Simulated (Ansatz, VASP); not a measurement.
**One calculation of Au, two programs**

```
Au
1.0
     3.13622    0.00000    0.00000
    -1.56811    2.71605    0.00000
     0.00000    0.00000    5.11540
Au
2
Direct
  0.33333 0.66667 0.25000
  0.66667 0.33333 0.75000
```

Alike in both runs: functional PBE; k mesh 16 × 16 × 9; occupations fermi-dirac, width 0.05 eV; no spin polarisation.

Ansatz relaxed the structure, and its values are those at the end. VASP's run is a single point on that final structure, the one shown.

|  | VASP | Ansatz |
| --- | --- | --- |
| version | VASP 6.6.1 | Ansatz 0.2.0 |
| potentials or method | VASP PAW PBE potentials, release 64 (Au), cutoff 520 eV | all-electron LAPW, non-relativistic |

```csv
,VASP,Ansatz,Ansatz less VASP
pressure (GPa),-14.9,0.0,+14.88
```

One of these differences is far larger than is usual between the two programs; its cause wasn't traced. Ansatz ran all-electron here, and VASP with PAW potentials.

Neither program's run includes spin-orbit coupling.
